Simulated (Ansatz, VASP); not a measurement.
## Two plane-wave programs on Si

File INCAR:

```
PREC = Accurate
ENCUT = 520
EDIFF = 1E-6
ISMEAR = 0
SIGMA = 0.1
LREAL = False
LASPH = True
NELM = 100
ALGO = Normal
ISIF = 2
LWAVE = False
LCHARG = True
LDIPOL = True
IDIPOL = 3
DIPOL = 0.5 0.5 0.500
GGA = CA
LELF = True
LVHAR = True
LVACPOTAV = True
NBANDS = 11
```

The input KPOINTS:

```
Automatic mesh
0
Gamma
  15 15 1
```

The input POSCAR:

```
Si
1.0
    3.7080000000      0.0000000000      0.0000000000
   -1.8540000000      3.2112221972      0.0000000000
    0.0000000000      0.0000000000     28.0000000000
Si
2
Direct
    0.3333333333      0.6666666667      0.5000000000
    0.6666666667      0.3333333333      0.5000000000
```

Input for Ansatz:

```yaml
crystal:
  lattice:
    - [3.708, 0.0, 0.0]
    - [-1.854, 3.2112221972, 0.0]
    - [0.0, 0.0, 28.0]
  atoms:
    - { symbol: Si, position: [0.3333333333, 0.6666666667, 0.5] }
    - { symbol: Si, position: [0.6666666667, 0.3333333333, 0.5] }
  periodic: [true, true, false]
basis:
  ecutwfc: 420
kpoints:
  mp_grid: { grid: [15, 15, 1] }
hamiltonian:
  xc: lda
  pseudopotentials: { kind: paw, azcp: { folder: soft_1 } }
scf:
  occupations: { method: gaussian, width: 0.1 }
output:
  forces: true
  stress: true
  eigenvalues: true
```

Alike in both runs: task single point; functional LDA; k mesh 15 × 15 × 1; occupations gaussian, width 0.1 eV; no spin polarisation.

|  | VASP | Ansatz |
| --- | --- | --- |
| version | VASP 6.6.1 | Ansatz 0.2.0 |
| potentials or method | VASP PAW LDA potentials, release 64 (Si), cutoff 520 eV | scalar-relativistic, plane waves, PAW |
| valence electrons in the cell | 8 | 8 |

VASP gave:

| Quantity | Value |
| --- | --- |
| gap on the k mesh at the Fermi level (eV) | none |
| work function, face that differs most (eV) | 4.71 |

Question: What did Ansatz give for the same quantities?

Answer: gap on the k mesh at the Fermi level (eV): none; work function, face that differs most (eV): 4.70.

Ansatz warns that its potentials were made for another functional, while VASP's fit it. LDA's correlation is that of Perdew and Zunger in VASP and of Perdew and Wang (1992) in Ansatz. A gap of «none» marks a metal or a gap that the smearing closes.
